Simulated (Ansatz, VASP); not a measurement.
**SiC3: VASP beside Ansatz**

```
Si C
1.0
     3.97540    0.00000    0.00000
     0.00000    3.97540    0.00000
     0.00000    0.00000    3.97540
Si C
2 6
Direct
  0.00000 0.00000 0.00000
  0.50000 0.50000 0.50000
  0.00000 0.50000 0.25000
  0.00000 0.50000 0.75000
  0.25000 0.00000 0.50000
  0.75000 0.00000 0.50000
  0.50000 0.75000 0.00000
  0.50000 0.25000 0.00000
```

Change from the starting cell: species swapped into the Cr3Si type (Pm-3n, No. 223).

Alike in both runs: functional PBE; k mesh 4 × 4 × 4; occupations gaussian, width 0.2 eV; no spin polarisation.

Ansatz relaxed the structure, and its values are those at the end. VASP's run is a single point on that final structure, the one shown.

|  | VASP | Ansatz |
| --- | --- | --- |
| version | VASP 6.6.1 | Ansatz 0.2.0 |
| potentials or method | VASP PAW PBE potentials, release 64 (Si, C), cutoff 600 eV | scalar-relativistic, plane waves, PAW |
| valence electrons in the cell | 32 | 32 |

|  | VASP | Ansatz | Ansatz less VASP |
| --- | --- | --- | --- |
| gap on the k mesh at the Fermi level (eV) | none | none | - |
| pressure (GPa) | -0.4 | -0.4 | +0.04 |

A gap of «none» marks a metal or a gap that the smearing closes. The functional is the same, so the differences come from potentials, cutoffs and numerics.

The k mesh is coarse, so the values compare programs but aren't converged.
